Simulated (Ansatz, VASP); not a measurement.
One calculation of CdH2, two programs

```xyz
3
Lattice="3.1632 0.0000 0.0000 0.0000 3.1632 0.0000 0.0000 0.0000 3.7119" Properties=species:S:1:pos:R:3 pbc="T T T"
Cd    0.0000    0.0000    1.8560
H     1.5816    1.5816    1.8560
H     0.0000    0.0000    0.0000
```

Alike in both runs: task relaxation of cell and atoms; functional PBE; k mesh 14 × 14 × 12; occupations gaussian, width 0.1 eV; no spin polarisation.

|  | VASP | Ansatz |
| --- | --- | --- |
| version | VASP 6.6.1 | Ansatz 0.2.0 |
| potentials or method | VASP PAW PBE potentials, release 64 (Cd, H), cutoff 600 eV | scalar-relativistic, plane waves, PAW |
| valence electrons in the cell | 14 | 22 |

|  | VASP | Ansatz | Ansatz less VASP |
| --- | --- | --- | --- |
| gap on the k mesh at the Fermi level, each at its own relaxed structure (eV) | none | none | - |
| relaxed volume (Å³/atom) | 12.41 | 12.37 | -0.039 |
| relaxed cell length with the largest relative difference (Å) | 3.717 | 3.708 | -0.0086 |

A gap of «none» marks a metal or a gap that the smearing closes. VASP's potentials hold 14 valence electrons a cell and Ansatz's 22, so a difference there can come from the potentials and not from the codes.
